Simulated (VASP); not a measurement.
# CdGeAs2 (I-42d) in VASP: further runs, part 2 of 2

VASP 6.6.1. The steps go on from the part before.

### Step 3. Single point, PBEsol (23.47 Å³/atom)

This run uses another cell than the first one, of 23.47 Å³/atom.

INCAR

```
PREC = Accurate
ENCUT = 520
EDIFF = 1E-6
ISMEAR = 0
SIGMA = 0.01
LREAL = False
LASPH = True
NELM = 60
ALGO = Normal
ISIF = 2
LWAVE = False
LCHARG = False
GGA = PS
NBANDS = 46
```

KPOINTS

```
Automatic mesh
0
Gamma
  8 8 8
```

POSCAR

```
CdGeAs2
1.0
   -2.9153801701      2.9153801701      5.5220459023
    2.9153801701     -2.9153801701      5.5220459023
    2.9153801701      2.9153801701     -5.5220459023
Cd Ge As
2 2 4
Direct
    0.2500000000      0.7500000000      0.5000000000
    0.5000000000      0.5000000000      0.0000000000
    0.0000000000      0.0000000000      0.0000000000
    0.7500000000      0.2500000000      0.5000000000
    0.8750000000      0.3503379059      0.9753379059
    0.6496620941      0.6250000000      0.5246620941
    0.3750000000      0.8996620941      0.0246620941
    0.1003379059      0.1250000000      0.4753379059
```

Potentials or basis: VASP PAW PBE potentials, release 64 (Cd, Ge_d, As).

Started as:

```bash
$ cat potpaw_PBE.64/Cd/POTCAR potpaw_PBE.64/Ge_d/POTCAR potpaw_PBE.64/As/POTCAR > POTCAR
$ mpirun -np 1 vasp_std > vasp.out
```

OUTCAR:

```text
PREC = Accurate
   ENCUT = 520
   EDIFF = 1E-6
   ISMEAR = 0
   LREAL = False
   LASPH = True
   NELM = 60
   ISIF = 2
   GGA = PS

 ion  position               nearest neighbor table
   1  0.250  0.750  0.500-   7 2.57   6 2.57   8 2.57   5 2.57
   2  0.500  0.500  0.000-   6 2.57   5 2.57   7 2.57   8 2.57
   3  0.000  0.000  0.000-   5 2.40   6 2.40   7 2.40   8 2.40
   4  0.750  0.250  0.500-   5 2.40   6 2.40   7 2.40   8 2.40
   5  0.875  0.350  0.975-   3 2.40   4 2.40   1 2.57   2 2.57
   6  0.650  0.625  0.525-   3 2.40   4 2.40   1 2.57   2 2.57
   7  0.375  0.900  0.025-   3 2.40   4 2.40   2 2.57   1 2.57
   8  0.100  0.125  0.475-   3 2.40   4 2.40   2 2.57   1 2.57

  LATTYP: Found a body centered tetragonal cell.
 ALAT       =     5.8307603402
 C/A-ratio  =     1.8941083427

  Lattice vectors:

 A1 = (  -2.9153801701,   2.9153801701,   5.5220459023)
 A2 = (   2.9153801701,  -2.9153801701,   5.5220459023)
 A3 = (   2.9153801701,   2.9153801701,  -5.5220459023)

Analysis of symmetry for initial positions (statically):
=====================================================================
 Subroutine PRICEL returns:
 Original cell was already a primitive cell.

 Routine SETGRP: Setting up the symmetry group for a
 body centered tetragonal supercell.

 Subroutine GETGRP returns: Found  8 space group operations
 (whereof  4 operations were pure point group operations)
 out of a pool of 16 trial point group operations.

The static configuration has the point symmetry S_4 .
 The point group associated with its full space group is D_2d.

Analysis of symmetry for dynamics (positions and initial velocities):
=====================================================================
 Subroutine PRICEL returns:
 Original cell was already a primitive cell.

[... 136 lines left out ...]
   EFERMI_NEDOS =   21; number of points for ismear=-14 and -15
   IALGO  =     38    algorithm
   IMIX   =      4    mixing-type and parameters
     AMIX     =   0.40;   BMIX     =  1.00
     AMIX_MAG =   1.60;   BMIX_MAG =  1.00
  volume/ion in A,a.u.               =      23.47       158.36
  Fermi-wavevector in a.u.,A,eV,Ry     =   1.189421  2.247679 19.248459  1.414722
  Thomas-Fermi vector in A             =   2.325528
   LORBIT       =      0    0 simple, 1 ext, 2 COOP (PROOUT), +10 PAW based schemes
   GGA     = PS    functional components
   LHFCALC =     F    Hartree Fock is set to
   AEXX    =    0.0000 exact exchange contribution
   IVDW    =     0    specifies the selected vdW correction
   LEPSILON=     F    determine dielectric tensor
   LRPA    =     F    only Hartree local field effects (RPA)
 non-spin polarized calculation
 Gauss-broadening in eV      SIGMA  =   0.01
  energy-cutoff  :      520.00
  volume of cell :      187.74
 maximum number of plane-waves:      5088
 NGX is ok and might be reduce to    54
   NGX = 25   NGY = 25   NGZ = 25

 number of electron      71.9999995 magnetization

 Free energy of the ion-electron system (eV)
  ---------------------------------------------------
  ext. energy  EPLUGINS =         0.00000000
  ---------------------------------------------------
  free energy    TOTEN  =       -32.95583123 eV

  energy without entropy =      -32.95582370  energy(sigma->0) =      -32.95582747

 E-fermi :   3.6189     XC(G=0):  -9.8477

 val. band max:        3.6085572263   @ k =   0.0000   0.0000   0.0000
 cond. band min:       3.6292837092   @ k =   0.0000   0.0000   0.0000
 fundamental gap:      0.0207264829
 Fermi energy:         3.6189204682

 k-point     1 :       0.0000    0.0000    0.0000
  band No.  band energies     occupation
      1     -21.4275      2.00000
      2     -21.4275      2.00000
      3     -21.4268      2.00000
      4     -21.4213      2.00000
      5     -21.4184      2.00000
      6     -21.4184      2.00000
[... 1165 lines left out ...]
     45       8.5204      0.00000
     46       9.0762      0.00000

 [... further k-points ...]
[... 5 lines left out ...]
  --------------------------------------------------------------------------------------
  -------------------------------------------------------------------------------------
  Total        5.4521291      5.4521291      5.4181595      0.0000000      0.0000000      0.0000000
  in kB       46.5292781     46.5292781     46.2393768      0.0000000      0.0000000      0.0000000
  external PRESSURE =      46.4326444 kB  Pullay stress =       0.0000000 kB

 VOLUME and BASIS-vectors are now :
 -----------------------------------------------------------------------------
  energy-cutoff  :      520.00
  volume of cell :      187.74
      direct lattice vectors                 reciprocal lattice vectors
    -2.915380170  2.915380170  5.522045902     0.000000000  0.171504219  0.090546151
     2.915380170 -2.915380170  5.522045902     0.171504219  0.000000000  0.090546151
     2.915380170  2.915380170 -5.522045902     0.171504219  0.171504219  0.000000000

 POSITION                                       TOTAL-FORCE (eV/Angst)
 -----------------------------------------------------------------------------------
      2.91538      0.00000      2.76102        -0.000000     -0.000000      0.000000
      0.00000      0.00000      5.52205        -0.000000     -0.000000      0.000000
      0.00000      0.00000      0.00000        -0.000000     -0.000000      0.000000
      0.00000      2.91538      2.76102         0.000000     -0.000000     -0.000000
      1.31389      4.37307      1.38051        -0.018683     -0.000000      0.000000
      1.45769      1.60149      4.14153        -0.000000      0.018683      0.000000
      1.60149     -1.45769      6.90256         0.018683     -0.000000      0.000000
      1.45769      1.31389     -1.38051        -0.000000     -0.018683      0.000000
 -----------------------------------------------------------------------------------
    total drift:                               -0.000005     -0.000005     -0.000004

  FREE ENERGIE OF THE ION-ELECTRON SYSTEM (eV)
  ---------------------------------------------------
  free  energy   TOTEN  =       -32.9558312342 eV

  energy  without entropy=      -32.9558237047  energy(sigma->0) =      -32.95582747
```

stdout:

```text
POSCAR found type information on POSCAR CdGeAs
 POSCAR found :  3 types and       8 ions
 scaLAPACK will be used
 -----------------------------------------------------------------------------
|                                                                             |
|                                                                             |
|     You enforced a specific xc type in the INCAR file but a different       |
|     I HOPE YOU KNOW WHAT YOU ARE DOING!                                     |
|                                                                             |
 -----------------------------------------------------------------------------

 LDA part: xc-table for (Slater+PW92), standard interpolation
 POSCAR, INCAR and KPOINTS ok, starting setup
 FFT: planning ... GRIDC
 FFT: planning ... GRID_SOFT
 FFT: planning ... GRID
 WAVECAR not read
 entering main loop
```

Wall time 10 min (1 thread of Intel Xeon Platinum 8488C (Sapphire Rapids), shared host); peak memory 0.69 GiB.

Results:

```
Free energy            : -32.9558 eV
Pressure               : 4.6 GPa
Largest force          : 0.019 eV/Å
Band gap on the k mesh : 0.02 eV
```

Forces on the atoms (eV/Å):
```
Cd   0.000  0.000  0.000
Cd   0.000  0.000  0.000
Ge   0.000  0.000  0.000
Ge   0.000  0.000  0.000
As  -0.019  0.000  0.000
As   0.000  0.019  0.000
As   0.019  0.000  0.000
As   0.000 -0.019  0.000
```

Caveat: the cell stands under pressure; semilocal functionals underestimate gaps, and a narrow one can read as zero; the PAW data sets were made with another functional, which shifts forces and pressure a little.
